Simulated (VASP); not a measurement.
# Mg16O17 (a cell with a defect) in VASP: single point with PBE

Aim: the single point of Mg16O17 (a cell with a defect) with PBE.

Program: VASP 6.6.1. These are calculated values, not measurements. Logs are shortened: lines on timing, memory, paths and dates and some standing lists are left out, and cuts for length are marked.

## Step 1: The cell of the first run

The cell holds a defect, 33 atoms: a = 7.369 Å, b = 7.369 Å, c = 7.369 Å, α = 109.47°, β = 109.47°, γ = 109.47°.

## Step 2: Single point, PBE

File INCAR:

```
PREC = Accurate ; ENCUT = 620
EDIFF = 1E-6 ; ISMEAR = -1
SIGMA = 0.01 ; LREAL = Auto
LASPH = True ; NELM = 120
ALGO = Normal ; ISIF = 2
LWAVE = False ; LCHARG = True
GGA = PE ; LELF = True
LVHAR = True ; NBANDS = 153
GGA_COMPAT = False
```

File KPOINTS:

```
Automatic mesh
0
Gamma
  1 1 1
```

File POSCAR:

```
Mg16O17
1.0
   -4.2543812300      4.2543812300      4.2543812300
    4.2543812300     -4.2543812300      4.2543812300
    4.2543812300      4.2543812300     -4.2543812300
Mg O
16 17
Direct
   -0.0094504964      0.0146379216      0.0151321704
   -0.0080258306      0.2496812790      0.7502075303
   -0.0064603559      0.4847600117      0.4852261906
   -0.0079496747      0.7496739885      0.2501777045
    0.2584621564      0.0146038452      0.7502111125
    0.2417525850      0.2489085988      0.4999389197
    0.2416480797      0.4992659945      0.2493328042
    0.2585008094      0.7497159021      0.0151868056
    0.4920004070     -0.0000282141      0.4996860053
    0.4920617689      0.2496749484      0.2502123690
    0.4920500854      0.4992375336      0.0005468280
    0.4920476417      0.7496444104      0.7502004909
    0.7425701956      0.0001642817      0.2510734539
    0.7424584354      0.2504541208      0.0006544640
    0.7256409870      0.4849599109      0.7502036412
    0.7256053979      0.7496851687      0.4852070770
   -0.0079460663     -0.0016239588      0.5014941677
   -0.0080163055      0.2496494056      0.2501262579
   -0.0078999196      0.5010323821     -0.0011214199
    0.0892862440      0.7496102278      0.7502158284
    0.2407584576     -0.0016531382      0.2475728313
    0.2407429696      0.2470700807     -0.0010907353
    0.2484266819      0.4904115486      0.7502090324
    0.2484024978      0.7496563418      0.4908340099
    0.5077577465      0.0090376987      0.0095467118
    0.4919612448      0.2498133876      0.7501927067
    0.4763224887      0.4904048080      0.4909917486
    0.4920744373      0.7497135994      0.2502532001
    0.7355275071      0.0089438690      0.7501860577
    0.7434306622      0.2523591001      0.5015193864
    0.7433437980      0.5009865199      0.2527990461
    0.7355748793      0.7496693384      0.0094385468
    0.8950079302      0.7497859288      0.7501819239
```

Potentials or basis: VASP PAW PBE potentials, release 64 (Mg_sv, O).

The run is started by

```sh
$ cat potpaw_PBE.64/Mg_sv/POTCAR potpaw_PBE.64/O/POTCAR > POTCAR
$ mpirun -np 1 vasp_gam > vasp.out
```

OUTCAR:

```text
PREC = Accurate
   ENCUT = 620
   EDIFF = 1E-6
   ISMEAR = -1
   LREAL = Auto
   LASPH = True
   NELM = 120
   ISIF = 2
   GGA = PE

 ion  position               nearest neighbor table
   1  0.991  0.015  0.015-  33 1.93  18 1.99  22 2.13
   2  0.992  0.250  0.750-  29 2.12  23 2.12  19 2.13  30 2.13  22 2.13
   3  0.994  0.485  0.485-  20 1.93  18 1.99  30 2.13  31 2.13
   4  0.992  0.750  0.250-  24 2.12  32 2.12  21 2.13  19 2.13  17 2.13  31 2.13
   5  0.258  0.015  0.750-  20 1.94  26 1.99  22 2.13  17 2.13
   6  0.242  0.249  0.500-  27 2.06  23 2.06  26 2.13
   7  0.242  0.499  0.249-  24 2.07  27 2.07  28 2.13  18 2.13
   8  0.259  0.750  0.015-  20 1.93  28 1.99  21 2.13  19 2.13
   9  0.492  1.000  0.500-  24 2.06  29 2.06  28 2.13
  10  0.492  0.250  0.250-  25 2.12  27 2.12  21 2.13  30 2.13  31 2.13  22 2.13
  11  0.492  0.499  0.001-  32 2.06  23 2.07  26 2.13
  12  0.492  0.750  0.750-
  13  0.743  0.000  0.251-  32 2.07  25 2.07  18 2.13
  14  0.742  0.250  0.001-  25 2.06  29 2.06  18 2.13
  15  0.726  0.485  0.750-  33 1.93  26 1.99
  16  0.726  0.750  0.485-  33 1.93  28 1.99  31 2.13  17 2.13
  17  0.992  0.998  0.501-  16 2.13   4 2.13   5 2.13
  18  0.992  0.250  0.250-   1 1.99   3 1.99  14 2.13  13 2.13   7 2.13
  19  0.992  0.501  0.999-   2 2.13   8 2.13   4 2.13
  20  0.089  0.750  0.750-  33 1.43   8 1.93   3 1.93   5 1.94
  21  0.241  0.998  0.248-   8 2.13   4 2.13  10 2.13
  22  0.241  0.247  0.999-   1 2.13  10 2.13   5 2.13   2 2.13
  23  0.248  0.490  0.750-   6 2.06  11 2.07   2 2.12
  24  0.248  0.750  0.491-   9 2.06   7 2.07   4 2.12
  25  0.508  0.009  0.010-  14 2.06  13 2.07  10 2.12
  26  0.492  0.250  0.750-   5 1.99  15 1.99   6 2.13  11 2.13
  27  0.476  0.490  0.491-   6 2.06   7 2.07  10 2.12
  28  0.492  0.750  0.250-  16 1.99   8 1.99   9 2.13   7 2.13
  29  0.736  0.009  0.750-  14 2.06   9 2.06   2 2.12
  30  0.743  0.252  0.502-   2 2.13   3 2.13  10 2.13
  31  0.743  0.501  0.253-  16 2.13   3 2.13  10 2.13   4 2.13
  32  0.736  0.750  0.009-  11 2.06  13 2.07   4 2.12
  33  0.895  0.750  0.750-  20 1.43  15 1.93   1 1.93  16 1.93

  LATTYP: Found a body centered cubic cell.
 ALAT       =     8.5087624600

  Lattice vectors:

 A1 = (  -4.2543812300,   4.2543812300,   4.2543812300)
 A2 = (   4.2543812300,  -4.2543812300,   4.2543812300)
 A3 = (   4.2543812300,   4.2543812300,  -4.2543812300)

Analysis of symmetry for initial positions (statically):
=====================================================================
 Subroutine PRICEL returns:
 Original cell was already a primitive cell.

 Routine SETGRP: Setting up the symmetry group for a
 body centered cubic supercell.

 Subroutine GETGRP returns: Found  1 space group operations
 (whereof  1 operations were pure point group operations)
 out of a pool of 48 trial point group operations.

The static configuration has the point symmetry C_1 .

Analysis of symmetry for dynamics (positions and initial velocities):
=====================================================================
 Subroutine PRICEL returns:
 Original cell was already a primitive cell.

 Routine SETGRP: Setting up the symmetry group for a
 body centered cubic supercell.

 Subroutine GETGRP returns: Found  1 space group operations
 (whereof  1 operations were pure point group operations)
 out of a pool of 48 trial point group operations.

The dynamic configuration has the point symmetry C_1 .

 Subroutine INISYM returns: Found  1 space group operations
 (whereof  1 operations are pure point group operations),
 and found     1 'primitive' translations

----------------------------------------------------------------------------------------

                                     Primitive cell

  volume of cell :     308.0131

  direct lattice vectors                    reciprocal lattice vectors
    -4.254381230  4.254381230  4.254381230     0.000000000  0.117525904  0.117525904
     4.254381230 -4.254381230  4.254381230     0.117525904  0.000000000  0.117525904
     4.254381230  4.254381230 -4.254381230     0.117525904  0.117525904  0.000000000

  length of vectors
     7.368804445  7.368804445  7.368804445     0.166206727  0.166206727  0.166206727

  position of ions in fractional coordinates (direct lattice)
     0.990549504  0.014637922  0.015132170
     0.991974169  0.249681279  0.750207530
     0.993539644  0.484760012  0.485226191
     0.992050325  0.749673988  0.250177704
     0.258462156  0.014603845  0.750211112
     0.241752585  0.248908599  0.499938920
[... 25 lines left out ...]
     0.735574879  0.749669338  0.009438547
     0.895007930  0.749785929  0.750181924

  ion indices of the primitive-cell ions
   primitive index   ion index
                 1           1
                 2           2
                 3           3
                 4           4
                 5           5
                 6           6
[... 25 lines left out ...]
                32          32
                33          33

----------------------------------------------------------------------------------------

 KPOINTS: Automatic mesh

Automatic generation of k-mesh.
 Grid dimensions read from file:
 generate k-points for:    1    1    1

 Generating k-lattice:

  Cartesian coordinates                     Fractional coordinates (reciprocal lattice)
     0.000000000  0.117525904  0.117525904     1.000000000  0.000000000  0.000000000
     0.117525904  0.000000000  0.117525904     0.000000000  1.000000000  0.000000000
     0.117525904  0.117525904  0.000000000     0.000000000  0.000000000  1.000000000

  Length of vectors
     0.166206727  0.166206727  0.166206727

  Shift w.r.t. Gamma in fractional coordinates (k-lattice)
     0.000000000  0.000000000  0.000000000

 Subroutine IBZKPT returns following result:
 ===========================================

 Found      1 irreducible k-points:

 Following reciprocal coordinates:
            Coordinates               Weight
  0.000000  0.000000  0.000000      1.000000
   k-points           NKPTS =      1   k-points in BZ     NKDIM =      1   number of bands    NBANDS=    153
   number of dos      NEDOS =    301   number of ions     NIONS =     33
   total plane-waves  NPLWV = 216000
   dimension x,y,z NGX =    60 NGY =   60 NGZ =   60
   dimension x,y,z NGXF=   120 NGYF=  120 NGZF=  120
   ions per type =              16  17
   NGX,Y,Z   is equivalent  to a cutoff of  13.54, 13.54, 13.54 a.u.
   NGXF,Y,Z  is equivalent  to a cutoff of  27.07, 27.07, 27.07 a.u.
 SYSTEM =  unknown system
   PREC   = accura    normal or accurate (medium, high low for compatibility)
   ISTART =      0    job   : 0-new  1-cont  2-samecut
   ICHARG =      2    charge: 1-file 2-atom 10-const
   ISPIN  =      1    spin polarized calculation?
   LNONCOLLINEAR =      F non collinear calculations
   LSORBIT =      F    spin-orbit coupling
   LASPH  =      T    aspherical Exc in radial PAW
   ENCUT  =  620.0 eV  45.57 Ry    6.75 a.u.  14.96 14.96 14.96*2*pi/ulx,y,z
   NELM   =    120;   NELMIN=  2; NELMDL= -5     # of ELM steps
   EDIFF  = 0.1E-05   stopping-criterion for ELM
   LREAL  =      T    real-space projection
   EDIFFG = 0.1E-04   stopping-criterion for IOM
   NSW    =      0    number of steps for IOM
   IBRION =     -1    ionic relax: 0-MD 1-quasi-New 2-CG
   NFREE  =      0    steps in history (QN), initial steepest desc. (CG)
   ISIF   =      2    stress and relaxation
   ISYM   =      2    0-nonsym 1-usesym 2-fastsym
   POTIM  = 0.5000    time-step for ionic-motion
   TEBEG  =    0.0;   TEEND  =   0.0 temperature during run
   PSTRESS=    0.0 pullay stress
   NELECT =     262.0000    total number of electrons
   NUPDOWN=      -1.0000    fix difference up-down
   EMIN   =  10.00;   EMAX   =-10.00  energy-range for DOS
   EFERMI =   0.00;   METHOD = LEGACY
   ISMEAR =    -1;   SIGMA  =   0.01  broadening in eV -4-tet -1-fermi 0-gaus
   EFERMI_NEDOS =   21; number of points for ismear=-14 and -15
   IALGO  =     38    algorithm
   IMIX   =      4    mixing-type and parameters
     AMIX     =   0.40;   BMIX     =  1.00
     AMIX_MAG =   1.60;   BMIX_MAG =  1.00
  volume/ion in A,a.u.               =       9.33        62.99
  Fermi-wavevector in a.u.,A,eV,Ry     =   1.551144  2.931238 32.736278  2.406049
  Thomas-Fermi vector in A             =   2.655706
   LORBIT       =      0    0 simple, 1 ext, 2 COOP (PROOUT), +10 PAW based schemes
   GGA     = PE    functional components
   LHFCALC =     F    Hartree Fock is set to
   AEXX    =    0.0000 exact exchange contribution
   IVDW    =     0    specifies the selected vdW correction
   LEPSILON=     F    determine dielectric tensor
   LRPA    =     F    only Hartree local field effects (RPA)
 non-spin polarized calculation
  energy-cutoff  :      620.00
  volume of cell :      308.01
 maximum number of plane-waves:      5417
 NGX is ok and might be reduce to    60
   NGX = 29   NGY = 29   NGZ = 29

 number of electron     261.9999935 magnetization

 Free energy of the ion-electron system (eV)
  ---------------------------------------------------
  ext. energy  EPLUGINS =         0.00000000
  ---------------------------------------------------
  free energy    TOTEN  =      -192.36310707 eV

  energy without entropy =     -192.36310707  energy(sigma->0) =     -192.36310707

 E-fermi :   3.5424     XC(G=0): -11.3542

 val. band max:        3.1315484108   @ k =   0.0000   0.0000   0.0000
 cond. band min:       7.6147027230   @ k =   0.0000   0.0000   0.0000
 fundamental gap:      4.4831543122
 Fermi energy:         3.5424422071

 k-point     1 :       0.0000    0.0000    0.0000
  band No.  band energies     occupation
      1     -69.4686      2.00000
      2     -69.4153      2.00000
      3     -69.4118      2.00000
      4     -69.4114      2.00000
      5     -69.4111      2.00000
      6     -69.4101      2.00000
[... 135 lines left out ...]
    142      12.2174      0.00000
    143      12.2435      0.00000
 [bands above 143 left out]

------------------------ aborting loop because EDIFF is reached ----------------------------------------

  FORCE on cell =-STRESS in cart. coord.  units (eV):
  Direction    XX          YY          ZZ          XY          YZ          ZX
  --------------------------------------------------------------------------------------
  -------------------------------------------------------------------------------------
  Total       12.4015424     12.3995138     12.3926017     -3.2071241      3.2085242     -3.2102043
  in kB       64.5085206     64.4979686     64.4620143    -16.6823468     16.6896296    -16.6983691
  external PRESSURE =      64.4895012 kB  Pullay stress =       0.0000000 kB

 VOLUME and BASIS-vectors are now :
 -----------------------------------------------------------------------------
  energy-cutoff  :      620.00
  volume of cell :      308.01
      direct lattice vectors                 reciprocal lattice vectors
    -4.254381230  4.254381230  4.254381230     0.000000000  0.117525904  0.117525904
     4.254381230 -4.254381230  4.254381230     0.117525904  0.000000000  0.117525904
     4.254381230  4.254381230 -4.254381230     0.117525904  0.117525904  0.000000000

 POSITION                                       TOTAL-FORCE (eV/Angst)
 -----------------------------------------------------------------------------------
     -4.08752      4.21628      4.21207         0.003468      0.000527     -0.000819
      0.03367      6.34967      2.09081        -0.000381     -0.000000      0.004504
     -0.10021      4.22888      4.22491        -0.006857      0.003763      0.000746
      0.03319      2.09551      6.34561        -0.000199     -0.000151     -0.000188
      2.15422      4.22915     -2.02996        -0.002354      0.001895      0.005496
      2.15738      2.09649     -0.03947        -0.009117     -0.009297     -0.009054
[... 25 lines left out ...]
      0.10012     -0.01981      6.27864        -0.007893      0.001415      0.013561
      2.57373      3.80939      3.80602         0.120901     -0.123566     -0.115417
 -----------------------------------------------------------------------------------
    total drift:                               -0.003459      0.007754     -0.004293

  FREE ENERGIE OF THE ION-ELECTRON SYSTEM (eV)
  ---------------------------------------------------
  free  energy   TOTEN  =      -192.3631070710 eV

  energy  without entropy=     -192.3631070710  energy(sigma->0) =     -192.36310707
```

Wall time 2.5 min (1 thread of Intel Xeon Platinum 8375C at 2.90GHz (Ice Lake), shared host); peak memory 0.44 GiB.

Results:

```yaml
Free_energy: -192.3631 eV
Pressure: 6.4 GPa
Largest_force: 0.208 eV/Å
Band_gap_on_the_k_mesh: 4.48 eV
```

Forces in eV/Å, atoms in the order of the input:
```
Mg   0.003  0.001 -0.001
Mg   0.000  0.000  0.005
Mg  -0.007  0.004  0.001
Mg   0.000  0.000  0.000
Mg  -0.002  0.002  0.005
Mg  -0.009 -0.009 -0.009
Mg  -0.006 -0.007 -0.003
Mg  -0.004  0.006  0.002
Mg   0.011 -0.008  0.012
Mg   0.001  0.000 -0.001
Mg   0.005  0.006 -0.010
Mg   0.004 -0.005 -0.001
Mg   0.008  0.003 -0.003
Mg   0.009 -0.009  0.013
Mg  -0.006  0.006 -0.017
Mg   0.002  0.001 -0.002
O    0.001  0.001 -0.002
O    0.000  0.007  0.002
O    0.002 -0.003 -0.005
O   -0.111  0.111  0.117
O    0.002 -0.002  0.001
O   -0.001 -0.001 -0.001
O    0.007 -0.007  0.003
O    0.010  0.005 -0.009
O   -0.006 -0.008 -0.010
O   -0.010  0.012 -0.001
O   -0.002  0.007  0.015
O   -0.004  0.000  0.001
O   -0.012  0.011  0.000
O    0.002 -0.002 -0.004
O    0.002  0.000  0.002
O   -0.008  0.001  0.014
O    0.121 -0.124 -0.115
```

Caveat: the k points lie up to 1.04 Å⁻¹ apart.
